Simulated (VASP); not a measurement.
A run of VASP 6.6.1 is set up as follows.

Contents of POSCAR:

```
Nb2C
1.0
    0.0000000000      2.6002353400      2.6002353400
    2.6002353400      0.0000000000      2.6002353400
    2.6002353400      2.6002353400      0.0000000000
Nb C
2 1
Direct
    0.2500000000      0.2500000000      0.2500000000
    0.7500000000      0.7500000000      0.7500000000
    0.0000000000      0.0000000000      0.0000000000
```

Contents of INCAR.step1:

```
SYSTEM = Nb2C
  PREC = Accurate
  ENCUT = 520
  EDIFF = 1E-5
  ISMEAR = -1
  SIGMA = 0.1
  LREAL = .FALSE.
  LASPH = .TRUE.
  NELM = 150
  ALGO = Normal
  ISIF = 2
  LWAVE = .TRUE.
  ISPIN = 2
  MAGMOM = 1 1 0
  LORBIT = 11
  LMAXMIX = 4
  GGA = PE
  NBANDS = 26
```

Contents of INCAR.step2:

```
SYSTEM = Nb2C
  PREC = Accurate
  ENCUT = 520
  EDIFF = 1E-6
  ISMEAR = -1
  SIGMA = 0.1
  LREAL = .FALSE.
  LASPH = .TRUE.
  NELM = 150
  ALGO = Normal
  ISIF = 2
  LWAVE = .FALSE.
  LCHARG = .TRUE.
  ISPIN = 2
  MAGMOM = 1 1 0
  LORBIT = 11
  LMAXMIX = 4
  GGA = PE
  LHFCALC = .TRUE.
  HFSCREEN = 0.2079
  PRECFOCK = Normal
  LELF = .TRUE.
  LVHAR = .TRUE.
  ISTART = 1
  NBANDS = 26
```

The input KPOINTS:

```
Automatic mesh
0
G
  4 4 4
  0 0 0
```

Potentials or basis: VASP PAW PBE potentials, release 64 (Nb_sv, C).

Command:

```sh
$ cat potpaw_PBE.64/Nb_sv/POTCAR potpaw_PBE.64/C/POTCAR > POTCAR
$ cp INCAR.step1 INCAR
$ mpirun -np 1 vasp_std > vasp.out
$ cp INCAR.step2 INCAR
$ mpirun -np 1 vasp_std > vasp.out
```

(1) Estimate the pressure.

(2) Estimate the net moment.

(3) Predict the band gap on the k mesh.

Answers

(1) 49.6 GPa.

(2) 0.00 μB per cell.

(3) zero (filled and empty bands overlap).

Caveat: the k points lie up to 0.52 Å⁻¹ apart, too coarse for converged energies and pressures of a metal; the PAW data sets were made with another functional, which shifts forces and pressure a little.
